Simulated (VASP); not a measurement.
# SnSe in VASP: further runs

Runs on SnSe. Level: PBEsol+D3(BJ). Tasks: single point.

Everything below comes from runs of VASP 6.6.1. Logs are shortened: lines on timing, memory, paths and dates and some standing lists are left out, and cuts for length are marked.

### Step 1. The cell of the first run

The typed cell holds 4 atoms: a = 4.361 Å, b = 4.361 Å, c = 5.610 Å, α = 90.00°, β = 90.00°, γ = 90.00°.

### Step 2. Single point, PBEsol+D3(BJ)

File INCAR:

```
PREC     = Accurate       # precision mode
ENCUT    = 520            # plane-wave cutoff, eV
EDIFF    = 1E-7           # SCF threshold, eV
ISMEAR   = 0              # smearing method
SIGMA    = 0.03           # smearing width, eV
LREAL    = F              # projectors in reciprocal space
LASPH    = T              # aspherical terms in the spheres
NELM     = 60             # most SCF steps
ALGO     = Normal         # electronic algorithm
ISIF     = 2              # what is computed and relaxed
LWAVE    = F              # write WAVECAR
LCHARG   = F              # write CHGCAR
GGA      = PS             # functional
IVDW     = 12             # dispersion correction
NBANDS   = 28             # bands
```

File KPOINTS:

```
Automatic mesh
0
Gamma
  8 8 6
```

File POSCAR:

```
SnSe
1.0
    4.3610103623      0.0000000000      0.0000000000
    0.0000000000      4.3610103623      0.0000000000
    0.0000000000      0.0000000000      5.6098000000
Sn Se
2 2
Direct
    0.5000000000      0.0000000000      0.2500241371
    0.0000000000      0.5000000000      0.7499758629
    0.5000000000      0.0000000000      0.7499817524
    0.0000000000      0.5000000000      0.2500182476
```

Potentials or basis: VASP PAW PBE potentials, release 64 (Sn_d, Se).

On the command line:

```
$ cat potpaw_PBE.64/Sn_d/POTCAR potpaw_PBE.64/Se/POTCAR > POTCAR
$ mpirun -np 1 vasp_std > vasp.out
```

OUTCAR:

```text
PREC = Accurate
   ENCUT = 520
   EDIFF = 1E-7
   ISMEAR = 0
   LREAL = F
   LASPH = T
   NELM = 60
   ISIF = 2
   GGA = PS
   IVDW = 12
 IVDW          = 12

 ion  position               nearest neighbor table
   1  0.500  0.000  0.250-   3 2.80   3 2.81   4 3.08   4 3.08   4 3.08   4 3.08
   2  0.000  0.500  0.750-   4 2.80   4 2.81   3 3.08   3 3.08   3 3.08   3 3.08
   3  0.500  0.000  0.750-   1 2.80   1 2.81   2 3.08   2 3.08   2 3.08   2 3.08
   4  0.000  0.500  0.250-   2 2.80   2 2.81   1 3.08   1 3.08   1 3.08   1 3.08

  LATTYP: Found a simple tetragonal cell.
 ALAT       =     4.3610103623
 C/A-ratio  =     1.2863532837

  Lattice vectors:

 A1 = (   4.3610103623,   0.0000000000,   0.0000000000)
 A2 = (   0.0000000000,   4.3610103623,   0.0000000000)
 A3 = (   0.0000000000,   0.0000000000,   5.6098000000)

Analysis of symmetry for initial positions (statically):
=====================================================================
 Subroutine PRICEL returns:
 Original cell was already a primitive cell.

 Routine SETGRP: Setting up the symmetry group for a
 simple tetragonal supercell.

 Subroutine GETGRP returns: Found 16 space group operations
 (whereof  8 operations were pure point group operations)
 out of a pool of 16 trial point group operations.

The static configuration has the point symmetry D_2d.
 The point group associated with its full space group is D_4h.

Analysis of symmetry for dynamics (positions and initial velocities):
=====================================================================
 Subroutine PRICEL returns:
 Original cell was already a primitive cell.

 Routine SETGRP: Setting up the symmetry group for a
 simple tetragonal supercell.

 Subroutine GETGRP returns: Found 16 space group operations
 (whereof  8 operations were pure point group operations)
 out of a pool of 16 trial point group operations.

The dynamic configuration has the point symmetry D_2d.
 The point group associated with its full space group is D_4h.

 Subroutine INISYM returns: Found 16 space group operations
 (whereof  8 operations are pure point group operations),
 and found     1 'primitive' translations

----------------------------------------------------------------------------------------

                                     Primitive cell
[... 92 lines left out ...]
   LASPH  =      T    aspherical Exc in radial PAW
   ENCUT  =  520.0 eV  38.22 Ry    6.18 a.u.   8.11  8.11 10.43*2*pi/ulx,y,z
   NELM   =     60;   NELMIN=  2; NELMDL= -5     # of ELM steps
   EDIFF  = 0.1E-06   stopping-criterion for ELM
   LREAL  =      F    real-space projection
   EDIFFG = 0.1E-05   stopping-criterion for IOM
   NSW    =      0    number of steps for IOM
   IBRION =     -1    ionic relax: 0-MD 1-quasi-New 2-CG
   NFREE  =      0    steps in history (QN), initial steepest desc. (CG)
   ISIF   =      2    stress and relaxation
   ISYM   =      2    0-nonsym 1-usesym 2-fastsym
   POTIM  = 0.5000    time-step for ionic-motion
   TEBEG  =    0.0;   TEEND  =   0.0 temperature during run
   PSTRESS=    0.0 pullay stress
   NELECT =      40.0000    total number of electrons
   NUPDOWN=      -1.0000    fix difference up-down
   EMIN   =  10.00;   EMAX   =-10.00  energy-range for DOS
   EFERMI =   0.00;   METHOD = LEGACY
   ISMEAR =     0;   SIGMA  =   0.03  broadening in eV -4-tet -1-fermi 0-gaus
   EFERMI_NEDOS =   21; number of points for ismear=-14 and -15
   IALGO  =     38    algorithm
   IMIX   =      4    mixing-type and parameters
     AMIX     =   0.40;   BMIX     =  1.00
     AMIX_MAG =   1.60;   BMIX_MAG =  1.00
  volume/ion in A,a.u.               =      26.67       179.99
  Fermi-wavevector in a.u.,A,eV,Ry     =   1.180468  2.230761 18.959789  1.393505
  Thomas-Fermi vector in A             =   2.316760
   LORBIT       =      0    0 simple, 1 ext, 2 COOP (PROOUT), +10 PAW based schemes
   GGA     = PS    functional components
   LHFCALC =     F    Hartree Fock is set to
   AEXX    =    0.0000 exact exchange contribution
   IVDW    =    12    specifies the selected vdW correction
   LEPSILON=     F    determine dielectric tensor
   LRPA    =     F    only Hartree local field effects (RPA)
 non-spin polarized calculation
 Gauss-broadening in eV      SIGMA  =   0.03
  energy-cutoff  :      520.00
  volume of cell :      106.69
 maximum number of plane-waves:      2928
   NGX = 17   NGY = 17   NGZ = 21

 number of electron      39.9999999 magnetization

 Free energy of the ion-electron system (eV)
  ---------------------------------------------------
  ext. energy  EPLUGINS =         0.00000000
  ---------------------------------------------------
  free energy    TOTEN  =       -17.66716769 eV

  energy without entropy =      -17.66716751  energy(sigma->0) =      -17.66716760

 E-fermi :   5.8555     XC(G=0):  -9.8634

 val. band max:        5.7650677537   @ k =   0.5000   0.1250   0.5000
 cond. band min:       5.9418264961   @ k =   0.5000   0.0000   0.3333
 fundamental gap:      0.1767587424
 Fermi energy:         5.8554688044

 k-point     1 :       0.0000    0.0000    0.0000
  band No.  band energies     occupation
      1     -15.8225      2.00000
      2     -15.8134      2.00000
      3     -15.8071      2.00000
      4     -15.8036      2.00000
      5     -15.7945      2.00000
      6     -15.7807      2.00000
[... 733 lines left out ...]
     27      12.1341      0.00000
     28      12.1341      0.00000

 [... further k-points ...]

------------------------ aborting loop because EDIFF is reached ----------------------------------------

 Edisp (eV)   -1.34890

 E8    (eV) :    -0.9063

  FORCE on cell =-STRESS in cart. coord.  units (eV):
  Direction    XX          YY          ZZ          XY          YZ          ZX
  --------------------------------------------------------------------------------------
  -------------------------------------------------------------------------------------
  Total      -4.12441    -4.12441     5.42146     0.00000     0.00000     0.00000
  in kB     -61.93712   -61.93712    81.41515     0.00000     0.00000     0.00000
  external pressure =      -14.15 kB  Pullay stress =        0.00 kB

 VOLUME and BASIS-vectors are now :
 -----------------------------------------------------------------------------
  energy-cutoff  :      520.00
  volume of cell :      106.69
      direct lattice vectors                 reciprocal lattice vectors
     4.361010362  0.000000000  0.000000000     0.229304660  0.000000000  0.000000000
     0.000000000  4.361010362  0.000000000     0.000000000  0.229304660  0.000000000
     0.000000000  0.000000000  5.609800000     0.000000000  0.000000000  0.178259474

 POSITION                                       TOTAL-FORCE (eV/Angst)
 -----------------------------------------------------------------------------------
      2.18051      0.00000      1.40259        -0.000000      0.000000     -0.000708
      0.00000      2.18051      4.20721         0.000000      0.000000      0.000708
      2.18051      0.00000      4.20725         0.000000     -0.000000      0.000803
      0.00000      2.18051      1.40255        -0.000000      0.000000     -0.000803
 -----------------------------------------------------------------------------------
    total drift:                                0.000000      0.000000      0.000000

  FREE ENERGIE OF THE ION-ELECTRON SYSTEM (eV)
  ---------------------------------------------------
  free  energy   TOTEN  =       -19.0160688286 eV

  energy  without entropy=      -19.0160686461  energy(sigma->0) =      -19.01606874
```

Wall time 2.1 min (1 thread of Intel Xeon 8259CL, shared host); peak memory 0.31 GiB.

Results:

```yaml
Free_energy: -19.0161 eV
Pressure: -1.4 GPa
Band_gap_on_the_k_mesh: 0.18 eV
Dispersion_energy_per_atom: -0.337 eV
```

Caveat: the stress differs along the axes, from -6 to 8 GPa; semilocal functionals underestimate gaps, and a narrow one can read as zero; the PAW data sets were made with another functional, which shifts forces and pressure a little; spin-orbit coupling is left out, which moves the levels of the heavy elements.

### Step 3. Single point, PBEsol+D3(BJ)

This run uses another cell than the first one, of 27.16 Å³/atom.

File INCAR:

```
SYSTEM = SnSe
PREC = Accurate
ENCUT = 520
EDIFF = 1E-7
ISMEAR = 0
SIGMA = 0.03
LREAL = .FALSE.
LASPH = .TRUE.
NELM = 80
ALGO = Normal
ISIF = 2
LWAVE = .FALSE.
LCHARG = .FALSE.
GGA = PS
IVDW = 12
NBANDS = 28
```

File KPOINTS:

```
Automatic mesh
0
G
  8 8 6
  0 0 0
```

File POSCAR:

```
SnSe
1.0
    4.1533205440      0.0000000000      0.0000000000
    0.0000000000      4.1533205440      0.0000000000
    0.0000000000      0.0000000000      6.2970000000
Sn Se
2 2
Direct
    0.5000000000      0.0000000000      0.2500241371
    0.0000000000      0.5000000000      0.7499758629
    0.5000000000      0.0000000000      0.7499817524
    0.0000000000      0.5000000000      0.2500182476
```

Potentials or basis: VASP PAW PBE potentials, release 64 (Sn_d, Se).

On the command line:

```
$ cat potpaw_PBE.64/Sn_d/POTCAR potpaw_PBE.64/Se/POTCAR > POTCAR
$ mpirun -np 1 vasp_std > vasp.out
```

Wall time 2.2 min (1 thread of Intel Xeon 8259CL, shared host); peak memory 0.31 GiB.

It converged, with:

* Free energy: -19.1485 eV
* Pressure: -2.9 GPa
* Band gap on the k mesh: 0.12 eV
* Dispersion energy per atom: -0.331 eV

Stress tensor (GPa, compression positive):
```
-0.56  0.00  0.00
 0.00 -0.56  0.00
 0.00  0.00 -7.69
```

Levels at points of the mesh, in eV from the valence-band top:
| k point | band 18 | band 19 | band 20 | band 21 | band 22 | band 23 |
| --- | --- | --- | --- | --- | --- | --- |
| (0.00, 0.00, 0.00) | -2.61 | -2.61 | -2.00 | 2.86 | 3.12 | 4.67 |
| (0.50, 0.00, 0.00) | -2.16 | -0.40 | -0.40 | 0.95 | 0.95 | 1.52 |
| (0.50, 0.50, 0.00) | -4.30 | -3.53 | -3.53 | 2.65 | 2.65 | 4.25 |
| (0.00, 0.00, 0.50) | -3.25 | -2.41 | -2.41 | 1.87 | 1.87 | 3.67 |
| (0.50, 0.00, 0.50) | -2.08 | -0.32 | -0.32 | 0.47 | 0.47 | 0.90 |
| (0.50, 0.50, 0.50) | -5.16 | -1.35 | -1.35 | 1.05 | 1.05 | 4.61 |

Caveat: the stress differs along the axes, from -8 to -1 GPa; semilocal functionals underestimate gaps, and a narrow one can read as zero; the PAW data sets were made with another functional, which shifts forces and pressure a little; spin-orbit coupling is left out, which moves the levels of the heavy elements. A k mesh can miss the band edges.

### Step 4. Single point, PBEsol+D3(BJ)

This run uses another cell than the first one, of 27.61 Å³/atom.

File INCAR:

```
SYSTEM = SnSe
PREC = Accurate
ENCUT = 520
EDIFF = 1E-6
ISMEAR = 0
SIGMA = 0.03
LREAL = .False.
LASPH = .True.
NELM = 80
ALGO = Normal
ISIF = 2
LWAVE = .False.
LCHARG = .True.
GGA = PS
IVDW = 12
LELF = .True.
LVHAR = .True.
NBANDS = 28
```

File KPOINTS:

```
regular mesh
0
Gamma
  8 8 6
  0 0 0
```

POSCAR, as its differences from that of step 3:

```diff
@@ -4,3 +4,3 @@
     0.0000000000      4.1533205440      0.0000000000
-    0.0000000000      0.0000000000      6.2970000000
+    0.0000000000      0.0000000000      6.4028000000
 Sn Se
```

On the command line:

```
$ cat potpaw_PBE.64/Sn_d/POTCAR potpaw_PBE.64/Se/POTCAR > POTCAR
$ mpirun -np 1 vasp_std > vasp.out
```

It took 1.9 min on 1 thread of Intel Xeon 8259CL, shared host; peak memory 0.32 GiB.

It converged, with:

```
Free energy                : -19.0560 eV
Pressure                   : -3.4 GPa
Band gap on the k mesh     : 0.06 eV
Dispersion energy per atom : -0.326 eV
```

Stress tensor (GPa, compression positive):
```
-0.78  0.00  0.00
 0.00 -0.78  0.00
 0.00  0.00 -8.57
```

Levels at points of the mesh, in eV from the valence-band top:
| k point | band 18 | band 19 | band 20 | band 21 | band 22 | band 23 |
| --- | --- | --- | --- | --- | --- | --- |
| (0.00, 0.00, 0.00) | -2.65 | -2.65 | -1.91 | 2.86 | 2.92 | 4.70 |
| (0.50, 0.00, 0.00) | -2.13 | -0.35 | -0.35 | 0.89 | 0.89 | 1.49 |
| (0.50, 0.50, 0.00) | -4.35 | -3.41 | -3.41 | 2.68 | 2.68 | 3.95 |
| (0.00, 0.00, 0.50) | -3.23 | -2.52 | -2.51 | 1.82 | 1.82 | 3.69 |
| (0.50, 0.00, 0.50) | -2.06 | -0.35 | -0.35 | 0.41 | 0.41 | 0.87 |
| (0.50, 0.50, 0.50) | -5.14 | -1.43 | -1.43 | 0.98 | 0.98 | 4.57 |

Caveat: the stress differs along the axes, from -9 to -1 GPa; semilocal functionals underestimate gaps, and a narrow one can read as zero; the PAW data sets were made with another functional, which shifts forces and pressure a little; spin-orbit coupling is left out, which moves the levels of the heavy elements.

(Continued in part 2 of 2.)
